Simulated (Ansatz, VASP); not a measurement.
**One calculation of NbCl5, two programs**

```
Nb Cl
1.0
    14.41176    0.00000    0.00000
     0.00000   14.92673    0.00000
     0.00000    0.00000   15.58012
Nb Cl
1 5
Cartesian
  6.6436 7.4605 7.7816
  8.9263 7.4571 7.7752
  5.5073 9.4406 7.7905
  5.4996 5.4847 7.7790
  6.6486 7.4536 10.1146
  6.6358 7.4666 5.4487
```

Alike in both runs: functional PBE; k mesh 1 × 1 × 1; occupations gaussian, width 0.005 eV; no spin polarisation.

Ansatz relaxed the structure, and its values are those at the end. VASP's run is a single point on that final structure, the one shown.

```csv
,VASP,Ansatz
version,VASP 6.6.1,Ansatz 0.2.0
potentials or method,"VASP PAW PBE potentials, release 64 (Nb_sv, Cl), cutoff 400 eV","scalar-relativistic, plane waves, PAW"
valence electrons in the cell,48,48
```

|  | VASP | Ansatz | Ansatz less VASP |
| --- | --- | --- | --- |
| gap on the k mesh at the Fermi level (eV) | 2.84 | 2.83 | -0.009 |
| rms of the force components (eV/Å) | 0.019 | 0.001 | -0.0182 |

The functional is the same, so the differences come from potentials, cutoffs and numerics.
